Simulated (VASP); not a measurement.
# NbSi (Pm-3m) in VASP: further runs, part 2 of 2

VASP 6.6.1.

### Step 4. Relaxation of cell and atoms, PBE

INCAR reads:

```
ALGO = Normal
EDIFF = 1E-6
EDIFFG = -0.04
ENCUT = 600
GGA = PE
IBRION = 2
ISIF = 3
ISMEAR = 0
LASPH = True
LCHARG = False
LREAL = False
LWAVE = False
NELM = 60
NSW = 90
PREC = Accurate
SIGMA = 0.1
```

KPOINTS reads:

```
k-points
0
Gamma
  6 6 6
```

POSCAR reads:

```
NbSi
1.0
    2.8492878000      0.0000000000      0.0000000000
    0.0000000000      2.8492878000      0.0000000000
    0.0000000000      0.0000000000      2.8492878000
Nb Si
1 1
Direct
    0.0000000000      0.0000000000      0.0000000000
    0.5000000000      0.5000000000      0.5000000000
```

Potentials or basis: VASP PAW PBE potentials, release 64 (Nb_sv, Si).

Command:

```sh
$ cat potpaw_PBE.64/Nb_sv/POTCAR potpaw_PBE.64/Si/POTCAR > POTCAR
$ mpirun -np 1 vasp_std > vasp.out
```

OUTCAR:

```text
EDIFF = 1E-6
   EDIFFG = -0.04
   ENCUT = 600
   GGA = PE
   IBRION = 2
   ISIF = 3
   ISMEAR = 0
   LASPH = True
   LREAL = False
   NELM = 60
   NSW = 90
   PREC = Accurate

 ion  position               nearest neighbor table
   1  0.000  0.000  0.000-   2 2.47   2 2.47   2 2.47   2 2.47   2 2.47   2 2.47   2 2.47   2 2.47

   2  0.500  0.500  0.500-   1 2.47   1 2.47   1 2.47   1 2.47   1 2.47   1 2.47   1 2.47   1 2.47

  LATTYP: Found a simple cubic cell.
 ALAT       =     2.8492878000

  Lattice vectors:

 A1 = (   2.8492878000,   0.0000000000,   0.0000000000)
 A2 = (   0.0000000000,   2.8492878000,   0.0000000000)
 A3 = (   0.0000000000,   0.0000000000,   2.8492878000)

Analysis of symmetry for initial positions (statically):
=====================================================================
 Subroutine PRICEL returns:
 Original cell was already a primitive cell.

 Routine SETGRP: Setting up the symmetry group for a
 simple cubic supercell.

 Subroutine GETGRP returns: Found 48 space group operations
 (whereof 48 operations were pure point group operations)
 out of a pool of 48 trial point group operations.

The static configuration has the point symmetry O_h .

Analysis of symmetry for dynamics (positions and initial velocities):
=====================================================================
 Subroutine PRICEL returns:
 Original cell was already a primitive cell.

 Routine SETGRP: Setting up the symmetry group for a
 simple cubic supercell.

 Subroutine GETGRP returns: Found 48 space group operations
 (whereof 48 operations were pure point group operations)
 out of a pool of 48 trial point group operations.

The dynamic configuration has the point symmetry O_h .

 Subroutine INISYM returns: Found 48 space group operations
 (whereof 48 operations are pure point group operations),
 and found     1 'primitive' translations

----------------------------------------------------------------------------------------

                                     Primitive cell

  volume of cell :      23.1318

  direct lattice vectors                    reciprocal lattice vectors
[... 119 lines left out ...]
 NGX is ok and might be reduce to    24
   NGX = 11   NGY = 11   NGZ = 11

--------------------------------------- Ionic step        1  -------------------------------------------

 number of electron      17.0000001 magnetization

 Free energy of the ion-electron system (eV)
  ---------------------------------------------------
  ext. energy  EPLUGINS =         0.00000000
  ---------------------------------------------------
  free energy    TOTEN  =       -14.13739234 eV

  energy without entropy =      -14.12537817  energy(sigma->0) =      -14.13138525

------------------------ aborting loop because EDIFF is reached ----------------------------------------

  FORCE on cell =-STRESS in cart. coord.  units (eV):
  Direction    XX          YY          ZZ          XY          YZ          ZX
  --------------------------------------------------------------------------------------
  -------------------------------------------------------------------------------------
  Total       13.8521601     13.8521601     13.8521601     -0.0000000      0.0000000     -0.0000000
  in kB      959.4428875    959.4428875    959.4428875     -0.0000000      0.0000000     -0.0000000
  external PRESSURE =     959.4428875 kB  Pullay stress =       0.0000000 kB
[... 23 lines left out ...]
--------------------------------------- Ionic step        2  -------------------------------------------

 number of electron      17.0000002 magnetization

 E-fermi :   5.0077     XC(G=0):  -9.6209

 val. band max:        5.0036724842   @ k =   0.5000   0.3333   0.0000
 cond. band min:       5.0106896950   @ k =   0.3333   0.3333   0.0000
 fundamental gap:      0.0070172108
 Fermi energy:         5.0076820797

 k-point     1 :       0.0000    0.0000    0.0000
  band No.  band energies     occupation
      1     -50.7138      2.00000
      2     -26.6599      2.00000
      3     -26.6599      2.00000
      4     -26.6599      2.00000
      5      -3.2656      2.00000
      6       3.9222      2.00000
      7       3.9222      2.00000
      8       6.0089      0.00000
      9       6.0089      0.00000
     10       6.3993      0.00000
     11       6.3993      0.00000
     12       6.3993      0.00000
[... 390 lines left out ...]
--------------------------------------- Ionic step        5  -------------------------------------------

 number of electron      17.0000003 magnetization

 Free energy of the ion-electron system (eV)
  ---------------------------------------------------
  ext. energy  EPLUGINS =         0.00000000
  ---------------------------------------------------
  free energy    TOTEN  =       -16.09418585 eV

  energy without entropy =      -16.08381886  energy(sigma->0) =      -16.08900235

 E-fermi :  11.1165     XC(G=0): -12.0704

 val. band max:       11.0960285238   @ k =   0.3333   0.3333   0.0000
 cond. band min:      11.4448439397   @ k =   0.5000   0.5000   0.0000
 fundamental gap:      0.3488154158
 Fermi energy:        11.1165088589

 k-point     1 :       0.0000    0.0000    0.0000
  band No.  band energies     occupation
      1     -43.5232      2.00000
      2     -19.4331      2.00000
      3     -19.4331      2.00000
      4     -19.4331      2.00000
      5       0.0979      2.00000
      6       8.4841      2.00000
      7       8.4841      2.00000
      8      13.3792      0.00000
      9      13.3792      0.00000
     10      13.6513      0.00000
     11      13.6513      0.00000
     12      13.6513      0.00000
[... 312 lines left out ...]
  FREE ENERGIE OF THE ION-ELECTRON SYSTEM (eV)
  ---------------------------------------------------
  free  energy   TOTEN  =       -16.0941858486 eV

  energy  without entropy=      -16.0838188595  energy(sigma->0) =      -16.08900235

 reached required accuracy - stopping structural energy minimisation
```

Wall time 40 s (1 thread of Intel Xeon 8259CL, shared host); peak memory 0.15 GiB.

What came out:

```yaml
Free_energy: -16.0942 eV
Relaxed_volume: 15.72 Å³/atom
Relaxed_cell: a = 3.156 Å, b = 3.156 Å, c = 3.156 Å, α = 90.00°, β = 90.00°, γ = 90.00°
Space_group_after_relaxing_to_0.1_Å: Pm-3m (No. 221)
Pressure_after_relaxing: 0.1 GPa
Band_gap_on_the_k_mesh: zero (an odd number of electrons rules out a gap without spin polarisation)
```

Final structure:
```cif
data_structure
_symmetry_space_group_name_H-M 'P 1'
_symmetry_Int_Tables_number 1
_cell_length_a 3.1559
_cell_length_b 3.1559
_cell_length_c 3.1559
_cell_angle_alpha 90.000
_cell_angle_beta 90.000
_cell_angle_gamma 90.000
_cell_volume 31.43
loop_
_atom_site_label
_atom_site_type_symbol
_atom_site_fract_x
_atom_site_fract_y
_atom_site_fract_z
_atom_site_occupancy
Nb1 Nb 0.00000 0.00000 0.00000 1
Si1 Si 0.50000 0.50000 0.50000 1
```

Levels at points of the mesh, in eV from the Fermi level:
```tsv
k point	band 5	band 6	band 7	band 8	band 9	band 10	band 11	band 12
(0.00, 0.00, 0.00)	-11.02	-2.63	-2.63	2.26	2.26	2.53	2.53	2.53
(0.50, 0.00, 0.00)	-7.93	-6.25	-1.49	-1.05	-1.05	2.72	4.20	8.80
(0.50, 0.50, 0.00)	-7.94	-2.84	-2.84	-2.16	0.33	0.33	4.16	4.61
(0.50, 0.50, 0.50)	-5.05	-5.05	-5.05	-3.83	3.89	3.89	3.89	4.31
```

Caveat: the k points lie up to 0.33 Å⁻¹ apart in the final cell, too coarse for converged energies and pressures of a metal; the volume moved by over 15 % at a fixed basis, so the end points are rough.

### Step 5. Single point, PBE, collinear spin

This run uses another cell than the first one, of 15.72 Å³/atom.

INCAR reads:

```
SYSTEM = NbSi
  PREC = Accurate
  ENCUT = 520
  EDIFF = 1E-7
  ISMEAR = 0
  SIGMA = 0.1
  LREAL = .False.
  LASPH = .True.
  NELM = 150
  ALGO = Normal
  ISIF = 2
  LWAVE = .False.
  LCHARG = .True.
  ISPIN = 2
  MAGMOM = 1 0
  LORBIT = 11
  LMAXMIX = 4
  GGA = PE
  LELF = .True.
  LVHAR = .True.
  NBANDS = 20
```

KPOINTS reads:

```
Automatic mesh
0
Gamma
  6 6 6
  0 0 0
```

POSCAR reads:

```
NbSi
1.0
    3.1559764709      0.0000000000      0.0000000000
    0.0000000000      3.1559764709      0.0000000000
    0.0000000000      0.0000000000      3.1559764709
Nb Si
1 1
Direct
    0.0000000000      0.0000000000      0.0000000000
    0.5000000000      0.5000000000      0.5000000000
```

Potentials or basis: VASP PAW PBE potentials, release 64 (Nb_sv, Si).

Command:

```sh
$ cat potpaw_PBE.64/Nb_sv/POTCAR potpaw_PBE.64/Si/POTCAR > POTCAR
$ mpirun -np 1 vasp_std > vasp.out
```

OUTCAR:

```text
SYSTEM = NbSi
   PREC = Accurate
   ENCUT = 520
   EDIFF = 1E-7
   ISMEAR = 0
   LREAL = .False.
   LASPH = .True.
   NELM = 150
   ISIF = 2
   ISPIN = 2
   LORBIT = 11
   GGA = PE

 ion  position               nearest neighbor table
   1  0.000  0.000  0.000-   2 2.73   2 2.73   2 2.73   2 2.73   2 2.73   2 2.73   2 2.73   2 2.73

   2  0.500  0.500  0.500-   1 2.73   1 2.73   1 2.73   1 2.73   1 2.73   1 2.73   1 2.73   1 2.73

  LATTYP: Found a simple cubic cell.
 ALAT       =     3.1559764709

  Lattice vectors:

 A1 = (   3.1559764709,   0.0000000000,   0.0000000000)
 A2 = (   0.0000000000,   3.1559764709,   0.0000000000)
 A3 = (   0.0000000000,   0.0000000000,   3.1559764709)

Analysis of symmetry for initial positions (statically):
=====================================================================
 Subroutine PRICEL returns:
 Original cell was already a primitive cell.

 Routine SETGRP: Setting up the symmetry group for a
 simple cubic supercell.

 Subroutine GETGRP returns: Found 48 space group operations
 (whereof 48 operations were pure point group operations)
 out of a pool of 48 trial point group operations.

The static configuration has the point symmetry O_h .

Analysis of symmetry for dynamics (positions and initial velocities):
=====================================================================
 Subroutine PRICEL returns:
 Original cell was already a primitive cell.

 Routine SETGRP: Setting up the symmetry group for a
 simple cubic supercell.

 Subroutine GETGRP returns: Found 48 space group operations
 (whereof 48 operations were pure point group operations)
 out of a pool of 48 trial point group operations.

The dynamic configuration has the point symmetry O_h .

Analysis of structural, dynamic, and magnetic symmetry:
=====================================================================
 Subroutine PRICEL returns:
 Original cell was already a primitive cell.

 Routine SETGRP: Setting up the symmetry group for a
 simple cubic supercell.
[... 145 lines left out ...]
  ext. energy  EPLUGINS =         0.00000000
  ---------------------------------------------------
  free energy    TOTEN  =       -16.09821233 eV

  energy without entropy =      -16.08784488  energy(sigma->0) =      -16.09302860

 E-fermi :  11.1155     XC(G=0): -12.0702

 val. band max:       11.0950146505   @ k =   0.3333   0.3333   0.0000
 cond. band min:      11.4439002766   @ k =   0.5000   0.5000   0.0000
 fundamental gap:      0.3488856261
 Fermi energy:        11.1154977292

 spin component 1

 k-point     1 :       0.0000    0.0000    0.0000
  band No.  band energies     occupation
      1     -43.5243      1.00000
      2     -19.4341      1.00000
      3     -19.4341      1.00000
      4     -19.4341      1.00000
      5       0.0971      1.00000
      6       8.4835      1.00000
[... 436 lines left out ...]
      6       6.0661      1.00000
[... 12 lines left out ...]
     19      31.5976      0.00000
     20      33.4668      0.00000
 Fermi energy:        11.1154977292

 spin component 2

 k-point     1 :       0.0000    0.0000    0.0000
  band No.  band energies     occupation
      1     -43.5244      1.00000
      2     -19.4342      1.00000
      3     -19.4342      1.00000
      4     -19.4342      1.00000
      5       0.0970      1.00000
      6       8.4835      1.00000
[... 449 lines left out ...]
     19      31.5976      0.00000
     20      33.4668      0.00000

------------------------ aborting loop because EDIFF is reached ----------------------------------------

  FORCE on cell =-STRESS in cart. coord.  units (eV):
  Direction    XX          YY          ZZ          XY          YZ          ZX
  --------------------------------------------------------------------------------------
  -------------------------------------------------------------------------------------
  Total        0.0115138      0.0115138      0.0115138      0.0000000      0.0000000     -0.0000000
  in kB        0.5868496      0.5868496      0.5868496      0.0000000      0.0000000     -0.0000000
  external PRESSURE =       0.5868496 kB  Pullay stress =       0.0000000 kB

 VOLUME and BASIS-vectors are now :
 -----------------------------------------------------------------------------
  energy-cutoff  :      520.00
  volume of cell :       31.43
      direct lattice vectors                 reciprocal lattice vectors
     3.155976471  0.000000000  0.000000000     0.316859143  0.000000000  0.000000000
     0.000000000  3.155976471  0.000000000     0.000000000  0.316859143  0.000000000
     0.000000000  0.000000000  3.155976471     0.000000000  0.000000000  0.316859143

 POSITION                                       TOTAL-FORCE (eV/Angst)
 -----------------------------------------------------------------------------------
      0.00000      0.00000      0.00000         0.000000      0.000000      0.000000
      1.57799      1.57799      1.57799         0.000000      0.000000      0.000000
 -----------------------------------------------------------------------------------
    total drift:                               -0.000000      0.000000      0.000000

  FREE ENERGIE OF THE ION-ELECTRON SYSTEM (eV)
  ---------------------------------------------------
  free  energy   TOTEN  =       -16.0982123271 eV

  energy  without entropy=      -16.0878448796  energy(sigma->0) =      -16.09302860

 total charge

# of ion       s       p       d       tot
------------------------------------------
    1        2.172   5.997   2.530  10.699
    2        0.773   0.888   0.000   1.661
--------------------------------------------------
tot          2.945   6.885   2.530  12.360

 magnetization (x)

# of ion       s       p       d       tot
------------------------------------------
    1        0.000  -0.000  -0.000  -0.000
    2        0.000  -0.000   0.000  -0.000
--------------------------------------------------
tot          0.000  -0.000  -0.000  -0.000
```

Run time: 32 s. Hardware: 1 thread of Intel Xeon 8259CL, shared host; peak memory 0.15 GiB.

Results:

| Item | Value |
| --- | --- |
| Free energy | -16.0982 eV |
| Pressure | 0.1 GPa |
| Net moment | 0.00 μB per cell |
| Valence electrons inside the program's atomic spheres | Nb 10.70; Si 1.66 |

Levels at points of the mesh, in eV from the Fermi level:
Spin up:
```
           k point  band 5  band 6  band 7  band 8  band 9  band 10  band 11  band 12
(0.00, 0.00, 0.00)  -11.02   -2.63   -2.63    2.26    2.26     2.26     2.53     2.53
(0.50, 0.00, 0.00)   -7.93   -6.25   -1.49   -1.05   -1.05     2.72     4.20     5.45
(0.50, 0.50, 0.00)   -7.94   -2.84   -2.84   -2.16    0.33     0.33     4.16     4.61
(0.50, 0.50, 0.50)   -5.05   -5.05   -5.05   -3.83    3.89     3.89     3.89     4.31
```
Spin down:
```tsv
k point	band 6	band 7	band 8	band 9	band 10	band 11
(0.00, 0.00, 0.00)	-2.63	-2.63	2.26	2.26	2.26	2.53
(0.50, 0.00, 0.00)	-6.25	-1.49	-1.05	-1.05	2.72	4.20
(0.50, 0.50, 0.00)	-2.84	-2.84	-2.16	0.33	0.33	4.16
(0.50, 0.50, 0.50)	-5.05	-5.05	-3.83	3.89	3.89	3.89
```

### Step 6. Single point, PBE

This run uses another cell than the first one, of 15.72 Å³/atom.

INCAR reads:

```
SYSTEM = NbSi
PREC     = Accurate       ! precision mode
ENCUT    = 520            ! plane-wave cutoff, eV
EDIFF    = 1E-6           ! SCF threshold, eV
ISMEAR   = 0              ! smearing method
SIGMA    = 0.1            ! smearing width, eV
LREAL    = .FALSE.        ! projectors in reciprocal space
LASPH    = .TRUE.         ! aspherical terms in the spheres
NELM     = 80             ! most SCF steps
ALGO     = Normal         ! electronic algorithm
ISIF     = 2              ! what is computed and relaxed
LWAVE    = .FALSE.        ! write WAVECAR
LCHARG   = .FALSE.        ! write CHGCAR
GGA      = PE             ! functional
NBANDS   = 16             ! bands
```

KPOINTS reads:

```
Automatic mesh
0
G
  18 18 18
  0 0 0
```

POSCAR reads:

```
NbSi
1.0
    3.1564404144      0.0000000000      0.0000000000
    0.0000000000      3.1564404144      0.0000000000
    0.0000000000      0.0000000000      3.1564404144
Nb Si
1 1
Direct
    0.0000000000      0.0000000000      0.0000000000
    0.5000000000      0.5000000000      0.5000000000
```

Potentials or basis: VASP PAW PBE potentials, release 64 (Nb_sv, Si).

Command:

```sh
$ cat potpaw_PBE.64/Nb_sv/POTCAR potpaw_PBE.64/Si/POTCAR > POTCAR
$ mpirun -np 1 vasp_std > vasp.out
```

It took 1.8 min on 1 thread of Intel Xeon 8259CL, shared host; peak memory 0.22 GiB.

The run converged. Its results:

* Free energy: -16.0415 eV
* Pressure: -0.2 GPa
* Band gap on the k mesh: zero (an odd number of electrons rules out a gap without spin polarisation)

Levels at points of the mesh, in eV from the Fermi level:
| k point | band 4 | band 5 | band 6 | band 7 | band 8 | band 9 | band 10 | band 11 | band 12 | band 13 |
| --- | --- | --- | --- | --- | --- | --- | --- | --- | --- | --- |
| (0.00, 0.00, 0.00) | -30.55 | -11.06 | -2.65 | -2.65 | 2.25 | 2.25 | 2.25 | 2.49 | 2.49 | 2.49 |
| (0.50, 0.00, 0.00) | -30.51 | -7.97 | -6.28 | -1.50 | -1.07 | -1.07 | 2.72 | 4.19 | 5.41 | 8.76 |
| (0.50, 0.50, 0.00) | -30.47 | -7.98 | -2.87 | -2.87 | -2.18 | 0.31 | 0.31 | 4.16 | 4.58 | 4.72 |
| (0.50, 0.50, 0.50) | -30.85 | -5.08 | -5.08 | -5.08 | -3.88 | 3.86 | 3.86 | 3.86 | 4.30 | 4.30 |

### Step 7. Relaxation of cell and atoms, PBE

This run uses another cell than the first one, of 15.72 Å³/atom.

INCAR reads:

```
SYSTEM = NbSi
ALGO = Normal ; EDIFF = 1E-6
EDIFFG = -0.01 ; ENCUT = 600
GGA = PE ; IBRION = 2
ISIF = 3 ; ISMEAR = 0
LASPH = .TRUE. ; LCHARG = .FALSE.
LREAL = .FALSE. ; LWAVE = .FALSE.
NELM = 60 ; NSW = 100
PREC = Accurate ; SIGMA = 0.1
```

KPOINTS reads:

```
k-points
0
G
  18 18 18
  0 0 0
```

POSCAR reads:

```
NbSi
1.0
    3.1559764709      0.0000000000      0.0000000000
    0.0000000000      3.1559764709      0.0000000000
    0.0000000000      0.0000000000      3.1559764709
Nb Si
1 1
Direct
    0.0000000000      0.0000000000      0.0000000000
    0.5000000000      0.5000000000      0.5000000000
```

Command:

```sh
$ cat potpaw_PBE.64/Nb_sv/POTCAR potpaw_PBE.64/Si/POTCAR > POTCAR
$ mpirun -np 1 vasp_std > vasp.out
```

Run time: 5.2 min. Hardware: 1 thread of Intel Xeon 8259CL, shared host; peak memory 0.25 GiB.

The run converged. Its results:

| Quantity | Value |
| --- | --- |
| Free energy | -16.0416 eV |
| Relaxed volume | 15.70 Å³/atom |
| Relaxed cell | a = 3.155 Å, b = 3.155 Å, c = 3.155 Å, α = 90.00°, β = 90.00°, γ = 90.00° |
| Space group after relaxing (to 0.1 Å) | Pm-3m (No. 221) |
| Energy gained by relaxing | 0.0 meV/atom |
| Ionic steps | 3 |
| Pressure after relaxing | 0.1 GPa |
| Band gap on the k mesh | zero (an odd number of electrons rules out a gap without spin polarisation) |

Final structure:
```
Nb Si
1.0
     3.15496    0.00000    0.00000
     0.00000    3.15496    0.00000
     0.00000    0.00000    3.15496
Nb Si
1 1
Direct
  0.00000 0.00000 0.00000
  0.50000 0.50000 0.50000
```

Levels at points of the mesh, in eV from the Fermi level:
```csv
k point,band 4,band 5,band 6,band 7,band 8,band 9,band 10,band 11,band 12
"(0.00, 0.00, 0.00)",-30.55,-11.06,-2.65,-2.65,2.26,2.26,2.27,2.49,2.49
"(0.50, 0.00, 0.00)",-30.51,-7.98,-6.29,-1.51,-1.07,-1.07,2.72,4.20,5.41
"(0.50, 0.50, 0.00)",-30.47,-7.99,-2.88,-2.88,-2.18,0.31,0.31,4.17,4.59
"(0.50, 0.50, 0.50)",-30.85,-5.09,-5.09,-5.09,-3.88,3.87,3.87,3.87,4.31
```

### Step 8. The runs side by side

| task | spin | cell | k mesh | cutoff (eV) | gap on the mesh (eV) | pressure (GPa) | relaxed volume (Å³/atom) |
| --- | --- | --- | --- | --- | --- | --- | --- |
| single point | off | a = 2.849 Å, 2 atoms | 6 × 6 × 6 | 520 | none | 95.9 | - |
| single point | off | a = 3.156 Å, 2 atoms | 6 × 6 × 6 | 520 | none | 0.1 | - |
| relaxation of cell and atoms | off | relaxed from a = 2.849 Å, 2 atoms | 6 × 6 × 6 | 600 | none | 0.1 | 15.72 |
| single point | collinear | a = 3.156 Å, 2 atoms | 6 × 6 × 6 | 520 | none | 0.1 | - |
| single point | off | a = 3.156 Å, 2 atoms | 18 × 18 × 18 | 520 | none | -0.2 | - |
| relaxation of cell and atoms | off | relaxed from a = 3.156 Å, 2 atoms | 18 × 18 × 18 | 600 | none | 0.1 | 15.70 |

Alike in all rows: level PBE; potentials or basis VASP PAW PBE potentials, release 64 (Nb_sv, Si); smearing gaussian 0.1 eV.

Caveats: some runs use coarse meshes; the volume moved by over 15 % at a fixed basis, so the end points are rough (at least some runs).

Total energies depend on the potentials used, so only differences within one code and one set of settings carry meaning.
